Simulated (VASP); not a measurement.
Runs of VASP 6.6.1 on ZnS. The structure is that of space group P6_3mc (No. 186), or close to it. The cells are those of the table. 

```csv
cell,gap on the mesh (eV),pressure (GPa),largest force (eV/Å)
"a = 3.586, b = 3.586, c = 7.040 Å, angles 90.0, 90.0, 120.0°, 4 atoms",1.50,7.7,0.77
"a = 4.105, b = 4.105, c = 5.372 Å, angles 90.0, 90.0, 120.0°, 4 atoms",1.52,7.9,2.52
"a = 3.918, b = 3.918, c = 5.897 Å, angles 90.0, 90.0, 120.0°, 4 atoms",(b),2.7,0.29
"a = 4.023, b = 4.023, c = 5.594 Å, angles 90.0, 90.0, 120.0°, 4 atoms",1.80,(a),1.32
"a = 3.750, b = 3.750, c = 6.440 Å, angles 90.0, 90.0, 120.0°, 4 atoms",2.16,3.2,0.53
"a = 3.692, b = 3.692, c = 6.643 Å, angles 90.0, 90.0, 120.0°, 4 atoms",1.99,4.4,0.65
"a = 3.863, b = 3.863, c = 6.067 Å, angles 90.0, 90.0, 120.0°, 4 atoms",2.18,2.4,0.07
```

Alike in all rows: task single point; level PBE; potentials or basis VASP PAW PBE potentials, release 64 (Zn, S); no spin polarisation; k mesh 12 × 12 × 6; cutoff (eV) 520; smearing gaussian 0.05 eV.

Fill in the values left out.

(a) 4.8; (b) 2.13.

Caveats: forces of over 1 eV/Å act on the atoms, so gaps and moduli don't describe the material at rest (at least some runs); the stress differs along the axes, from -6 to 15 GPa (at least some runs); the stress differs along the axes, from -4 to 32 GPa (at least some runs); the stress differs along the axes, from -1 to 9 GPa (at least some runs); the stress differs along the axes, from -3 to 21 GPa (at least some runs); the stress differs along the axes, from -2 to 6 GPa (at least some runs); the stress differs along the axes, from -4 to 9 GPa (at least some runs).

A k mesh can miss the band edges.
